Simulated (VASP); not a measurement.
# Se (C2/m) in VASP: single point with PBEsol

Aim: the single point of Se with PBEsol.

All numbers are computed with VASP 6.6.1; they aren't measurements. Logs are shortened: lines on timing, memory, paths and dates and some standing lists are left out, and cuts for length are marked.

## 1. The cell of the first run

Symmetry: C2/m, No. 12, monoclinic system. Conventional cell: a = 8.374 Å, b = 5.314 Å, c = 6.559 Å, α = 90.00°, β = 117.67°, γ = 90.00°. Within 2.4 Å of Se (site symmetry m) lie 1 Se at 1.78 Å.

## 2. Single point, PBEsol (O replaced by Se, lengths x 1.491, strained)

The input, INCAR:

```
  PREC = Accurate
  ENCUT = 520
  EDIFF = 1E-7
  ISMEAR = 0
  SIGMA = 0.1
  LREAL = F
  LASPH = T
  NELM = 100
  ALGO = Normal
  ISIF = 2
  LWAVE = F
  LCHARG = F
  GGA = PS
  NBANDS = 13
```

The input, KPOINTS:

```
Automatic mesh
0
Gamma
  4 4 4
```

The input, POSCAR:

```
Se
1.0
    4.1867847000     -2.6571321000      0.0000000000
    4.1867847000      2.6571321000      0.0000000000
   -3.0453415020      0.0000000000      5.8086349020
Se
2
Direct
    0.0640000000      0.0640000000      0.1530000000
    0.9360000000      0.9360000000      0.8470000000
```

Potentials or basis: VASP PAW PBE potentials, release 64 (Se).

Launch:

```sh
$ cat potpaw_PBE.64/Se/POTCAR > POTCAR
$ mpirun -np 1 vasp_std > vasp.out
```

OUTCAR:

```text
PREC = Accurate
   ENCUT = 520
   EDIFF = 1E-7
   ISMEAR = 0
   LREAL = F
   LASPH = T
   NELM = 100
   ISIF = 2
   GGA = PS

 ion  position               nearest neighbor table
   1  0.064  0.064  0.153-   2 1.78
   2  0.936  0.936  0.847-   1 1.78

  LATTYP: Found a base centered monoclinic cell.
 ALAT       =     8.3735694000
 B/A-ratio  =     0.6346474181
 C/A-ratio  =     0.7832421112
 COS(beta)  =    -0.4643327837

  Lattice vectors:

 A1 = (   4.1867847000,  -2.6571321000,   0.0000000000)
 A2 = (   4.1867847000,   2.6571321000,   0.0000000000)
 A3 = (  -3.0453415020,   0.0000000000,   5.8086349020)

Analysis of symmetry for initial positions (statically):
=====================================================================
 Subroutine PRICEL returns:
 Original cell was already a primitive cell.

 Routine SETGRP: Setting up the symmetry group for a
 base centered monoclinic supercell.

 Subroutine GETGRP returns: Found  4 space group operations
 (whereof  4 operations were pure point group operations)
 out of a pool of  4 trial point group operations.

The static configuration has the point symmetry C_2h.

Analysis of symmetry for dynamics (positions and initial velocities):
=====================================================================
 Subroutine PRICEL returns:
 Original cell was already a primitive cell.

 Routine SETGRP: Setting up the symmetry group for a
 base centered monoclinic supercell.

 Subroutine GETGRP returns: Found  4 space group operations
 (whereof  4 operations were pure point group operations)
 out of a pool of  4 trial point group operations.

The dynamic configuration has the point symmetry C_2h.

 Subroutine INISYM returns: Found  4 space group operations
 (whereof  4 operations are pure point group operations),
 and found     1 'primitive' translations

----------------------------------------------------------------------------------------

                                     Primitive cell

  volume of cell :     129.2403

  direct lattice vectors                    reciprocal lattice vectors
     4.186784700 -2.657132100  0.000000000     0.119423385 -0.188172805  0.062611095
     4.186784700  2.657132100  0.000000000     0.119423385  0.188172805  0.062611095
    -3.045341502  0.000000000  5.808634902     0.000000000  0.000000000  0.172157489

  length of vectors
     4.958781818  4.958781818  6.558532175     0.231497513  0.231497513  0.172157489

  position of ions in fractional coordinates (direct lattice)
     0.064000000  0.064000000  0.153000000
     0.936000000  0.936000000  0.847000000

  ion indices of the primitive-cell ions
   primitive index   ion index
                 1           1
                 2           2

----------------------------------------------------------------------------------------

 KPOINTS: Automatic mesh

Automatic generation of k-mesh.
 Grid dimensions read from file:
 generate k-points for:    4    4    4

 Generating k-lattice:

  Cartesian coordinates                     Fractional coordinates (reciprocal lattice)
     0.029855846 -0.047043201  0.015652774     0.250000000  0.000000000  0.000000000
     0.029855846  0.047043201  0.015652774     0.000000000  0.250000000  0.000000000
     0.000000000  0.000000000  0.043039372     0.000000000  0.000000000  0.250000000

  Length of vectors
     0.057874378  0.057874378  0.043039372

  Shift w.r.t. Gamma in fractional coordinates (k-lattice)
     0.000000000  0.000000000  0.000000000

 Subroutine IBZKPT returns following result:
 ===========================================

 Found     24 irreducible k-points:

 Following reciprocal coordinates:
            Coordinates               Weight
  0.000000  0.000000  0.000000      1.000000
  0.250000  0.000000  0.000000      4.000000
  0.500000  0.000000  0.000000      2.000000
  0.250000  0.250000  0.000000      2.000000
  0.500000  0.250000  0.000000      4.000000
 -0.250000  0.250000  0.000000      2.000000
[... 16 lines left out ...]
 -0.250000  0.250000  0.500000      2.000000
  0.500000  0.500000  0.500000      1.000000
   k-points           NKPTS =     24   k-points in BZ     NKDIM =     24   number of bands    NBANDS=     13
   number of dos      NEDOS =    301   number of ions     NIONS =      2
   total plane-waves  NPLWV =  80000
   dimension x,y,z NGX =    40 NGY =   40 NGZ =   50
   dimension x,y,z NGXF=    80 NGYF=   80 NGZF=  100
   ions per type =               2
   NGX,Y,Z   is equivalent  to a cutoff of  13.41, 13.41, 12.67 a.u.
   NGXF,Y,Z  is equivalent  to a cutoff of  26.82, 26.82, 25.35 a.u.
 SYSTEM =  unknown system
   PREC   = accura    normal or accurate (medium, high low for compatibility)
   ISTART =      0    job   : 0-new  1-cont  2-samecut
   ICHARG =      2    charge: 1-file 2-atom 10-const
   ISPIN  =      1    spin polarized calculation?
   LNONCOLLINEAR =      F non collinear calculations
   LSORBIT =      F    spin-orbit coupling
   LASPH  =      T    aspherical Exc in radial PAW
   ENCUT  =  520.0 eV  38.22 Ry    6.18 a.u.   9.22  9.22 12.19*2*pi/ulx,y,z
   NELM   =    100;   NELMIN=  2; NELMDL= -5     # of ELM steps
   EDIFF  = 0.1E-06   stopping-criterion for ELM
   LREAL  =      F    real-space projection
   EDIFFG = 0.1E-05   stopping-criterion for IOM
   NSW    =      0    number of steps for IOM
   IBRION =     -1    ionic relax: 0-MD 1-quasi-New 2-CG
   NFREE  =      0    steps in history (QN), initial steepest desc. (CG)
   ISIF   =      2    stress and relaxation
   ISYM   =      2    0-nonsym 1-usesym 2-fastsym
   POTIM  = 0.5000    time-step for ionic-motion
   TEBEG  =    0.0;   TEEND  =   0.0 temperature during run
   PSTRESS=    0.0 pullay stress
   NELECT =      12.0000    total number of electrons
   NUPDOWN=      -1.0000    fix difference up-down
   EMIN   =  10.00;   EMAX   =-10.00  energy-range for DOS
   EFERMI =   0.00;   METHOD = LEGACY
   ISMEAR =     0;   SIGMA  =   0.10  broadening in eV -4-tet -1-fermi 0-gaus
   EFERMI_NEDOS =   21; number of points for ismear=-14 and -15
   IALGO  =     38    algorithm
   IMIX   =      4    mixing-type and parameters
     AMIX     =   0.40;   BMIX     =  1.00
     AMIX_MAG =   1.60;   BMIX_MAG =  1.00
  volume/ion in A,a.u.               =      64.62       436.08
  Fermi-wavevector in a.u.,A,eV,Ry     =   0.741315  1.400882  7.477048  0.549548
  Thomas-Fermi vector in A             =   1.835926
   LORBIT       =      0    0 simple, 1 ext, 2 COOP (PROOUT), +10 PAW based schemes
   GGA     = PS    functional components
   LHFCALC =     F    Hartree Fock is set to
   AEXX    =    0.0000 exact exchange contribution
   IVDW    =     0    specifies the selected vdW correction
   LEPSILON=     F    determine dielectric tensor
   LRPA    =     F    only Hartree local field effects (RPA)
 non-spin polarized calculation
 Gauss-broadening in eV      SIGMA  =   0.10
  energy-cutoff  :      520.00
  volume of cell :      129.24
 maximum number of plane-waves:      3492
 NGX is ok and might be reduce to    40
   NGX = 19   NGY = 19   NGZ = 25

 number of electron      11.9999999 magnetization

 Free energy of the ion-electron system (eV)
  ---------------------------------------------------
  ext. energy  EPLUGINS =         0.00000000
  ---------------------------------------------------
  free energy    TOTEN  =        -2.70630433 eV

  energy without entropy =       -2.66878535  energy(sigma->0) =       -2.68754484

 E-fermi :  -1.1760     XC(G=0):  -5.2788

 val. band max:       -1.1960763889   @ k =  -0.2500   0.5000   0.2500
 cond. band min:      -1.1618581970   @ k =  -0.2500   0.2500   0.2500
 fundamental gap:      0.0342181918
 Fermi energy:        -1.1760018384

 k-point     1 :       0.0000    0.0000    0.0000
  band No.  band energies     occupation
      1     -19.4137      2.00000
      2     -11.5855      2.00000
      3      -6.1580      2.00000
      4      -6.0420      2.00000
      5      -6.0049      2.00000
      6      -1.0347      0.04570
      7      -0.9325      0.00057
      8       1.6863      0.00000
      9       4.5710      0.00000
     10       4.7871      0.00000
     11       5.0128      0.00000
     12       5.6165      0.00000
     13       5.9573      0.00000

 k-point     2 :       0.2500    0.0000    0.0000
  band No.  band energies     occupation
      1     -19.4067      2.00000
      2     -11.5834      2.00000
      3      -6.2562      2.00000
      4      -6.0432      2.00000
      5      -6.0182      2.00000
      6      -1.2236      1.49907
      7      -1.0219      0.02935
      8       2.2973      0.00000
      9       3.9532      0.00000
     10       4.7781      0.00000
     11       5.0987      0.00000
     12       6.1439      0.00000
     13       6.3979      0.00000

 k-point     3 :       0.5000    0.0000    0.0000
  band No.  band energies     occupation
      1     -19.3996      2.00000
      2     -11.5813      2.00000
      3      -6.3861      2.00000
      4      -6.0681      2.00000
      5      -5.9643      2.00000
      6      -1.4221      1.99950
      7      -1.0721      0.14167
      8       3.0248      0.00000
      9       3.2313      0.00000
     10       5.0774      0.00000
     11       5.7679      0.00000
     12       5.8668      0.00000
     13       6.9694      0.00000

 k-point     4 :       0.2500    0.2500    0.0000
  band No.  band energies     occupation
      1     -19.4034      2.00000
      2     -11.5921      2.00000
      3      -6.2344      2.00000
      4      -6.1158      2.00000
      5      -5.9570      2.00000
      6      -1.2738      1.83324
      7      -1.0237      0.03121
      8       2.2942      0.00000
      9       3.8428      0.00000
     10       4.5007      0.00000
     11       5.5156      0.00000
     12       5.6275      0.00000
     13       6.5605      0.00000

 k-point     5 :       0.5000    0.2500    0.0000
  band No.  band energies     occupation
      1     -19.3963      2.00000
      2     -11.5889      2.00000
      3      -6.3369      2.00000
      4      -6.1865      2.00000
      5      -5.8885      2.00000
      6      -1.4565      1.99993
      7      -1.1270      0.48796
      8       2.9891      0.00000
      9       3.9070      0.00000
     10       4.2509      0.00000
     11       5.4854      0.00000
     12       5.8622      0.00000
     13       6.9903      0.00000
[... 257 lines left out ...]
 k-point    22 :       0.5000    0.2500    0.5000
  band No.  band energies     occupation
      1     -19.3967      2.00000
      2     -11.5783      2.00000
      3      -6.3505      2.00000
      4      -6.1784      2.00000
      5      -5.9392      2.00000
      6      -1.3925      1.99779
      7      -1.1251      0.47184
      8       3.1978      0.00000
      9       3.7779      0.00000
     10       4.3817      0.00000
     11       5.0788      0.00000
     12       6.1144      0.00000
     13       7.0099      0.00000

 k-point    23 :      -0.2500    0.2500    0.5000
  band No.  band energies     occupation
      1     -19.3987      2.00000
      2     -11.5988      2.00000
      3      -6.2731      2.00000
      4      -6.2048      2.00000
      5      -5.8913      2.00000
      6      -1.3792      1.99594
      7      -1.0812      0.18003
      8       3.2548      0.00000
      9       3.5883      0.00000
     10       3.7660      0.00000
     11       5.9094      0.00000
     12       6.1920      0.00000
     13       6.5821      0.00000

 k-point    24 :       0.5000    0.5000    0.5000
  band No.  band energies     occupation
      1     -19.3947      2.00000
      2     -11.5587      2.00000
      3      -6.4170      2.00000
      4      -6.1536      2.00000
      5      -5.9893      2.00000
      6      -1.3230      1.96241
      7      -1.2386      1.62365
      8       3.1991      0.00000
      9       3.4515      0.00000
     10       4.6442      0.00000
     11       5.9735      0.00000
     12       6.2691      0.00000
     13       7.0685      0.00000

------------------------ aborting loop because EDIFF is reached ----------------------------------------

  FORCE on cell =-STRESS in cart. coord.  units (eV):
  Direction    XX          YY          ZZ          XY          YZ          ZX
  --------------------------------------------------------------------------------------
  -------------------------------------------------------------------------------------
  Total       -0.7805025     -0.7587629     38.3195158      0.0000000      0.0000000      2.9158148
  in kB       -9.6758037     -9.4063000    475.0428058      0.0000000      0.0000000     36.1470337
  external PRESSURE =     151.9869007 kB  Pullay stress =       0.0000000 kB

 VOLUME and BASIS-vectors are now :
 -----------------------------------------------------------------------------
  energy-cutoff  :      520.00
  volume of cell :      129.24
      direct lattice vectors                 reciprocal lattice vectors
     4.186784700 -2.657132100  0.000000000     0.119423385 -0.188172805  0.062611095
     4.186784700  2.657132100  0.000000000     0.119423385  0.188172805  0.062611095
    -3.045341502  0.000000000  5.808634902     0.000000000  0.000000000  0.172157489

 POSITION                                       TOTAL-FORCE (eV/Angst)
 -----------------------------------------------------------------------------------
      0.06997      0.00000      0.88872         1.633392      0.000000     21.748815
      5.25826      0.00000      4.91991        -1.633392      0.000000    -21.748815
 -----------------------------------------------------------------------------------
    total drift:                               -0.000000      0.000000      0.000000

  FREE ENERGIE OF THE ION-ELECTRON SYSTEM (eV)
  ---------------------------------------------------
  free  energy   TOTEN  =        -2.7063043341 eV

  energy  without entropy=       -2.6687853545  energy(sigma->0) =       -2.68754484
```

Wall time 23 s (1 thread of AMD EPYC 9R45 (Zen 5), shared host); peak memory 0.22 GiB.

What came out:

```
Free energy            : -2.7063 eV
Pressure               : 15.2 GPa
Largest force          : 21.810 eV/Å
Band gap on the k mesh : zero (bands 6 and 7 overlap by 0.38 eV)
```

Forces in eV/Å, atoms in the order of the input:
```
Se    1.633   0.000  21.749
Se   -1.633   0.000 -21.749
```

Stress tensor (GPa, compression positive):
```
-0.97  0.00  3.61
 0.00 -0.94  0.00
 3.61  0.00 47.50
```

Caveat: the k points lie up to 0.36 Å⁻¹ apart; the cell differs from its parent crystal (O replaced by Se, lengths x 1.491, strained); this functional lacks dispersion, which holds the molecules together, so the pressure and a relaxed volume are unreliable; the PAW data sets were made with another functional, which shifts forces and pressure a little; this functional lacks dispersion, which binds layers or chains, so the pressure and a relaxed spacing across them are unreliable.

The gap in the log of VASP goes by the Fermi energy; the results here count the filled bands.